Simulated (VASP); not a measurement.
# Cs8ScPb6Br24 (a cell with a defect) in VASP: single point with r2SCAN

Aim: the single point of Cs8ScPb6Br24 (a cell with a defect) with r2SCAN.

Everything below comes from runs of VASP 6.6.1. Logs are shortened: lines on timing, memory, paths and dates and some standing lists are left out, and cuts for length are marked.

## Step 1: The cell of the first run

The cell holds a defect, 39 atoms: a = 11.763 Å, b = 11.763 Å, c = 11.763 Å, α = 90.00°, β = 90.00°, γ = 90.00°.

## Step 2: Single point, r2SCAN, collinear spin

Input file POSCAR:

```
Cs8ScPb6Br24
1.0
   11.7633300000      0.0000000000      0.0000000000
    0.0000000000     11.7633300000      0.0000000000
    0.0000000000      0.0000000000     11.7633300000
Cs Sc Pb Br
8 1 6 24
Direct
    0.9767010000      0.9791860000      0.9801090000
    0.9786820000      0.9758830000      0.5241210000
    0.9752270000      0.5219690000      0.9796190000
    0.9783590000      0.5273230000      0.5210330000
    0.5199450000      0.9784590000      0.9741800000
    0.5194730000      0.9765150000      0.5261880000
    0.5259930000      0.5187500000      0.9774670000
    0.5227360000      0.5217620000      0.5198820000
    0.2489060000      0.2497210000      0.2496190000
    0.2496060000      0.2500070000      0.7507780000
    0.2503540000      0.7468200000      0.2499970000
    0.2499620000      0.7496170000      0.7504550000
    0.7452870000      0.2499680000      0.2497980000
    0.7498290000      0.2497150000      0.7495900000
    0.7499130000      0.7502810000      0.2501410000
    0.2497550000      0.2511900000      0.0198760000
    0.2517790000      0.2521490000      0.4779980000
    0.2444020000      0.7523540000      0.0012630000
    0.2440880000      0.7496630000      0.4993120000
    0.7521190000      0.2586190000      0.0007750000
    0.7459360000      0.2539830000      0.4988550000
    0.7549060000      0.7451280000      0.0034140000
    0.7546920000      0.7461300000      0.4972180000
    0.0222280000      0.2506380000      0.2494980000
    0.0008100000      0.2380690000      0.7503590000
    0.0009560000      0.7495360000      0.2542590000
    0.0031400000      0.7571510000      0.7472620000
    0.4800470000      0.2525340000      0.2478030000
    0.4988390000      0.2477460000      0.7524950000
    0.4990320000      0.7474420000      0.2595590000
    0.4968950000      0.7520570000      0.7445660000
    0.2521400000      0.0224960000      0.2492780000
    0.2591190000      0.0008330000      0.7491500000
    0.2508130000      0.4803370000      0.2483790000
    0.2527450000      0.4988870000      0.7486150000
    0.7516310000      0.0012010000      0.2400700000
    0.7435990000      0.0028380000      0.7570060000
    0.7492950000      0.4992420000      0.2478860000
    0.7462410000      0.4965870000      0.7521070000
```

Input file INCAR.step1:

```
PREC = Accurate
ENCUT = 440
ISMEAR = -1
SIGMA = 0.05
LREAL = Auto
LASPH = T
NELM = 200
ISPIN = 2
MAGMOM = 0 0 0 0 0 0 0 0 1 0 0 0 0 0 0 0 0 0 0 0 0 0 0 0 0 0 0 0 0 0 0 0 0 0 0 0 0 0 0
LMAXMIX = 4
NBANDS = 196
ISYM = -1
GGA = PE
ALGO = Normal
EDIFF = 1E-5
LWAVE = T
LCHARG = F
GGA_COMPAT = F
KPAR = 1
```

Input file INCAR.step2:

```
PREC = Accurate
ENCUT = 440
EDIFF = 1E-6
ISMEAR = -1
SIGMA = 0.05
LREAL = Auto
LASPH = T
NELM = 200
ALGO = Normal
ISIF = 2
LWAVE = F
LCHARG = F
ISPIN = 2
MAGMOM = 0 0 0 0 0 0 0 0 1 0 0 0 0 0 0 0 0 0 0 0 0 0 0 0 0 0 0 0 0 0 0 0 0 0 0 0 0 0 0
LORBIT = 11
LMAXMIX = 4
METAGGA = R2SCAN
LMIXTAU = T
NBANDS = 196
ISYM = -1
ISTART = 1
GGA_COMPAT = F
KPAR = 1
```

Input file KPOINTS:

```
explicit points
1
Reciprocal
  0.25000000   0.25000000   0.25000000 1
```

Potentials or basis: VASP PAW PBE potentials, release 64 (Cs_sv, Sc_sv, Pb_d, Br).

On the command line:

```bash
$ cat potpaw_PBE.64/Cs_sv/POTCAR potpaw_PBE.64/Sc_sv/POTCAR potpaw_PBE.64/Pb_d/POTCAR potpaw_PBE.64/Br/POTCAR > POTCAR
$ cp INCAR.step1 INCAR
$ mpirun -np 4 vasp_std > vasp.out
$ cp INCAR.step2 INCAR
$ mpirun -np 4 vasp_std > vasp.out
```

OUTCAR:

```text
PREC = Accurate
   ENCUT = 440
   EDIFF = 1E-6
   ISMEAR = -1
   LREAL = Auto
   LASPH = T
   NELM = 200
   ISIF = 2
   ISPIN = 2
   LORBIT = 11
   METAGGA = R2SCAN
   ISYM = -1
   ISTART = 1

 ion  position               nearest neighbor table
   1  0.977  0.979  0.980-
   2  0.979  0.976  0.524-
   3  0.975  0.522  0.980-
   4  0.978  0.527  0.521-
   5  0.520  0.978  0.974-
   6  0.519  0.977  0.526-
   7  0.526  0.519  0.977-
   8  0.523  0.522  0.520-
   9  0.249  0.250  0.250-  24 2.67  32 2.67  17 2.69  16 2.70  34 2.71  28 2.72
  10  0.250  0.250  0.751-  35 2.93  25 2.93  29 2.93  33 2.93  16 3.17  17 3.21
  11  0.250  0.747  0.250-  30 2.93  18 2.93  19 2.93  26 2.93  34 3.13  32 3.24
  12  0.250  0.750  0.750-  27 2.91  31 2.91  35 2.95  18 2.95  19 2.96  33 2.96
  13  0.745  0.250  0.250-  36 2.93  21 2.93  20 2.93  38 2.93  28 3.12  24 3.26
  14  0.750  0.250  0.750-  39 2.90  37 2.91  21 2.95  29 2.95  25 2.96  20 2.96
  15  0.750  0.750  0.250-  22 2.90  23 2.91  38 2.95  30 2.95  26 2.95  36 2.95
  16  0.250  0.251  0.020-   9 2.70  10 3.17
  17  0.252  0.252  0.478-   9 2.69  10 3.21
  18  0.244  0.752  0.001-  11 2.93  12 2.95
  19  0.244  0.750  0.499-  11 2.93  12 2.96
  20  0.752  0.259  0.001-  13 2.93  14 2.96
  21  0.746  0.254  0.499-  13 2.93  14 2.95
  22  0.755  0.745  0.003-  15 2.90
  23  0.755  0.746  0.497-  15 2.91
  24  0.022  0.251  0.249-   9 2.67  13 3.26
  25  0.001  0.238  0.750-  10 2.93  14 2.96
  26  0.001  0.750  0.254-  11 2.93  15 2.95
  27  0.003  0.757  0.747-  12 2.91
  28  0.480  0.253  0.248-   9 2.72  13 3.12
  29  0.499  0.248  0.752-  10 2.93  14 2.95
  30  0.499  0.747  0.260-  11 2.93  15 2.95
  31  0.497  0.752  0.745-  12 2.91
  32  0.252  0.022  0.249-   9 2.67  11 3.24
  33  0.259  0.001  0.749-  10 2.93  12 2.96
  34  0.251  0.480  0.248-   9 2.71  11 3.13
  35  0.253  0.499  0.749-  10 2.93  12 2.95
  36  0.752  0.001  0.240-  13 2.93  15 2.95
  37  0.744  0.003  0.757-  14 2.91
  38  0.749  0.499  0.248-  13 2.93  15 2.95
  39  0.746  0.497  0.752-  14 2.90

IMPORTANT INFORMATION: All symmetrisations will be switched off!
NOSYMM: (Re-)initialisation of all symmetry stuff for point group C_1.

----------------------------------------------------------------------------------------

                                     Primitive cell

  volume of cell :    1627.7618

  direct lattice vectors                    reciprocal lattice vectors
    11.763330000  0.000000000  0.000000000     0.085009942  0.000000000  0.000000000
     0.000000000 11.763330000  0.000000000     0.000000000  0.085009942  0.000000000
     0.000000000  0.000000000 11.763330000     0.000000000  0.000000000  0.085009942

  length of vectors
    11.763330000 11.763330000 11.763330000     0.085009942  0.085009942  0.085009942

  position of ions in fractional coordinates (direct lattice)
     0.976701000  0.979186000  0.980109000
     0.978682000  0.975883000  0.524121000
     0.975227000  0.521969000  0.979619000
     0.978359000  0.527323000  0.521033000
     0.519945000  0.978459000  0.974180000
     0.519473000  0.976515000  0.526188000
[... 31 lines left out ...]
     0.749295000  0.499242000  0.247886000
     0.746241000  0.496587000  0.752107000

  ion indices of the primitive-cell ions
   primitive index   ion index
                 1           1
                 2           2
                 3           3
                 4           4
                 5           5
                 6           6
[... 31 lines left out ...]
                38          38
                39          39

----------------------------------------------------------------------------------------

 KPOINTS: explicit points

Read explicit list of k-points.

 Found      1 k-points:

 Following reciprocal coordinates:
            Coordinates               Weight
  0.250000  0.250000  0.250000      1.000000
   k-points           NKPTS =      1   k-points in BZ     NKDIM =      1   number of bands    NBANDS=    196
   number of dos      NEDOS =    301   number of ions     NIONS =     39
   total plane-waves  NPLWV = 512000
   dimension x,y,z NGX =    80 NGY =   80 NGZ =   80
   dimension x,y,z NGXF=   160 NGYF=  160 NGZF=  160
   ions per type =               8   1   6  24
   NGX,Y,Z   is equivalent  to a cutoff of  11.31, 11.31, 11.31 a.u.
   NGXF,Y,Z  is equivalent  to a cutoff of  22.61, 22.61, 22.61 a.u.
 SYSTEM =  unknown system
   PREC   = accura    normal or accurate (medium, high low for compatibility)
   ISTART =      1    job   : 0-new  1-cont  2-samecut
   ICHARG =      0    charge: 1-file 2-atom 10-const
   ISPIN  =      2    spin polarized calculation?
   LNONCOLLINEAR =      F non collinear calculations
   LSORBIT =      F    spin-orbit coupling
   LASPH  =      T    aspherical Exc in radial PAW
   ENCUT  =  440.0 eV  32.34 Ry    5.69 a.u.  20.12 20.12 20.12*2*pi/ulx,y,z
   NELM   =    200;   NELMIN=  2; NELMDL=  0     # of ELM steps
   EDIFF  = 0.1E-05   stopping-criterion for ELM
   LREAL  =      T    real-space projection
   EDIFFG = 0.1E-04   stopping-criterion for IOM
   NSW    =      0    number of steps for IOM
   IBRION =     -1    ionic relax: 0-MD 1-quasi-New 2-CG
   NFREE  =      0    steps in history (QN), initial steepest desc. (CG)
   ISIF   =      2    stress and relaxation
   ISYM   =     -1    0-nonsym 1-usesym 2-fastsym
   POTIM  = 0.5000    time-step for ionic-motion
   TEBEG  =    0.0;   TEEND  =   0.0 temperature during run
   PSTRESS=    0.0 pullay stress
   NELECT =     335.0000    total number of electrons
   NUPDOWN=      -1.0000    fix difference up-down
   EMIN   =  10.00;   EMAX   =-10.00  energy-range for DOS
   EFERMI =   0.00;   METHOD = LEGACY
   ISMEAR =    -1;   SIGMA  =   0.05  broadening in eV -4-tet -1-fermi 0-gaus
   EFERMI_NEDOS =   21; number of points for ismear=-14 and -15
   IALGO  =     38    algorithm
   IMIX   =      4    mixing-type and parameters
     AMIX     =   0.40;   BMIX     =  1.00
     AMIX_MAG =   1.60;   BMIX_MAG =  1.00
  volume/ion in A,a.u.               =      41.74       281.66
  Fermi-wavevector in a.u.,A,eV,Ry     =   0.966554  1.826522 12.710927  0.934227
  Thomas-Fermi vector in A             =   2.096365
   LORBIT       =     11    0 simple, 1 ext, 2 COOP (PROOUT), +10 PAW based schemes
   METAGGA = R2SCAN    functional components
   LHFCALC =     F    Hartree Fock is set to
   AEXX    =    0.0000 exact exchange contribution
   IVDW    =     0    specifies the selected vdW correction
   LEPSILON=     F    determine dielectric tensor
   LRPA    =     F    only Hartree local field effects (RPA)
 spin polarized calculation
  energy-cutoff  :      440.00
  volume of cell :     1627.76
 maximum number of plane-waves:     34145
 NGX is ok and might be reduce to    80
   NGX = 41   NGY = 41   NGZ = 41

 number of electron     334.9999945 magnetization      -0.0168753

 Free energy of the ion-electron system (eV)
  ---------------------------------------------------
  ext. energy  EPLUGINS =         0.00000000
  ---------------------------------------------------
  free energy    TOTEN  =      -927.19315481 eV

  energy without entropy =     -927.08188947  energy(sigma->0) =     -927.13752214

 E-fermi :  -0.2914     XC(G=0):  -7.8387

 val. band max:       -0.3148356159   @ k =   0.2500   0.2500   0.2500
 cond. band min:       2.5932737506   @ k =   0.2500   0.2500   0.2500
 fundamental gap:      2.9081093665
 Fermi energy:        -0.2913707080

 spin component 1

 k-point     1 :       0.2500    0.2500    0.2500
  band No.  band energies     occupation
      1     -52.1106      1.00000
      2     -29.7108      1.00000
      3     -29.7095      1.00000
      4     -29.7092      1.00000
      5     -21.3115      1.00000
      6     -21.3101      1.00000
[... 171 lines left out ...]
    178       3.5209      0.00000
    179       3.6291      0.00000
 Fermi energy:        -0.2913707080

 spin component 2

 k-point     1 :       0.2500    0.2500    0.2500
  band No.  band energies     occupation
      1     -52.1107      1.00000
      2     -29.7109      1.00000
      3     -29.7095      1.00000
      4     -29.7092      1.00000
      5     -21.3115      1.00000
      6     -21.3101      1.00000
[... 171 lines left out ...]
    178       3.5205      0.00000
    179       3.6286      0.00000
 [bands above 179 left out]

------------------------ aborting loop because EDIFF is reached ----------------------------------------

  FORCE on cell =-STRESS in cart. coord.  units (eV):
  Direction    XX          YY          ZZ          XY          YZ          ZX
  --------------------------------------------------------------------------------------
  -------------------------------------------------------------------------------------
  Total       -4.0658780     -4.0569287     -4.1042232     -0.2321609     -0.2361527     -0.2417050
  in kB       -4.0019724     -3.9931637     -4.0397149     -0.2285119     -0.2324410     -0.2379060
  external PRESSURE =      -4.0116170 kB  Pullay stress =       0.0000000 kB

 VOLUME and BASIS-vectors are now :
 -----------------------------------------------------------------------------
  energy-cutoff  :      440.00
  volume of cell :     1627.76
      direct lattice vectors                 reciprocal lattice vectors
    11.763330000  0.000000000  0.000000000     0.085009942  0.000000000  0.000000000
     0.000000000 11.763330000  0.000000000     0.000000000  0.085009942  0.000000000
     0.000000000  0.000000000 11.763330000     0.000000000  0.000000000  0.085009942

 POSITION                                       TOTAL-FORCE (eV/Angst)
 -----------------------------------------------------------------------------------
     11.48926     11.51849     11.52935         0.031129      0.026593      0.027330
     11.51256     11.47963      6.16541         0.022963      0.048936     -0.042498
     11.47192      6.14009     11.52358         0.048325     -0.035268      0.025147
     11.50876      6.20307      6.12908         0.037901     -0.051263     -0.025884
      6.11628     11.50994     11.45960        -0.038791      0.021372      0.055596
      6.11073     11.48707      6.18972        -0.022021      0.039362     -0.049539
[... 31 lines left out ...]
      8.81420      5.87275      2.91596         0.008616      0.008540      0.019428
      8.77828      5.84152      8.84728         0.035670      0.078821     -0.040373
 -----------------------------------------------------------------------------------
    total drift:                               -0.010949     -0.002696      0.004950

  FREE ENERGIE OF THE ION-ELECTRON SYSTEM (eV)
  ---------------------------------------------------
  free  energy   TOTEN  =      -927.1931548140 eV

  energy  without entropy=     -927.0818894731  energy(sigma->0) =     -927.13752214

 total charge

# of ion       s       p       d       tot
------------------------------------------
    1        1.851   4.718   0.013   6.582
    2        1.851   4.719   0.013   6.583
    3        1.851   4.718   0.013   6.582
    4        1.851   4.718   0.013   6.583
    5        1.851   4.718   0.013   6.583
    6        1.851   4.718   0.013   6.583
[... 31 lines left out ...]
   38        1.606   3.291   0.008   4.904
   39        1.606   3.278   0.006   4.889
--------------------------------------------------
tot         64.363 125.515  60.161 250.039

 magnetization (x)

# of ion       s       p       d       tot
------------------------------------------
    1        0.000  -0.000   0.000   0.000
    2        0.000  -0.000   0.000  -0.000
    3       -0.000  -0.000   0.000  -0.000
    4        0.000  -0.000   0.000   0.000
    5        0.000  -0.000   0.000  -0.000
    6       -0.000  -0.000   0.000  -0.000
[... 31 lines left out ...]
   38       -0.000  -0.000  -0.000  -0.000
   39       -0.000  -0.002   0.000  -0.002
--------------------------------------------------
tot         -0.003  -0.012  -0.000  -0.016
```

It took 9.9 min on 4 MPI ranks of Intel Xeon Platinum 8488C (Sapphire Rapids), shared host; peak memory 0.63 GiB.

What came out:

```yaml
Free_energy: -927.1932 eV
Pressure: -0.4 GPa
Largest_force: 0.098 eV/Å
Band_gap_on_the_k_mesh: 2.91 eV
Net_moment: -0.02 μB per cell
Valence_electrons_inside_the_program's_atomic_spheres: Cs 6.58; Sc 9.11; Pb 11.76, 11.79 (each value once); Br 4.91, 4.90, 4.89 (each value once)
```

Forces on the atoms (eV/Å):
```
Cs   0.031  0.027  0.027
Cs   0.023  0.049 -0.042
Cs   0.048 -0.035  0.025
Cs   0.038 -0.051 -0.026
Cs  -0.039  0.021  0.056
Cs  -0.022  0.039 -0.050
Cs  -0.046 -0.024  0.032
Cs  -0.031 -0.032 -0.024
Sc  -0.003 -0.004  0.003
Pb   0.007 -0.007  0.000
Pb  -0.010  0.003  0.010
Pb   0.001  0.011 -0.010
Pb   0.002  0.008 -0.006
Pb  -0.005 -0.002  0.014
Pb   0.005 -0.005  0.001
Br   0.005 -0.005 -0.086
Br   0.004 -0.004  0.084
Br   0.018 -0.001 -0.015
Br   0.006  0.005  0.010
Br   0.001 -0.012 -0.009
Br   0.004 -0.022  0.009
Br  -0.038  0.032 -0.078
Br  -0.039  0.038  0.076
Br  -0.091  0.002  0.004
Br  -0.016  0.012 -0.009
Br  -0.007  0.002 -0.010
Br  -0.076 -0.034  0.044
Br   0.084  0.000 -0.006
Br   0.012  0.020  0.001
Br   0.014  0.010 -0.021
Br   0.078 -0.049  0.031
Br   0.001 -0.087  0.004
Br  -0.011 -0.008 -0.004
Br  -0.004  0.088  0.001
Br  -0.024  0.014  0.005
Br  -0.008 -0.011  0.014
Br   0.043 -0.073 -0.035
Br   0.009  0.009  0.019
Br   0.036  0.079 -0.040
```

Caveat: the PAW data sets were made with another functional, which shifts forces and pressure a little; spin-orbit coupling is left out, which moves the levels of the heavy elements.
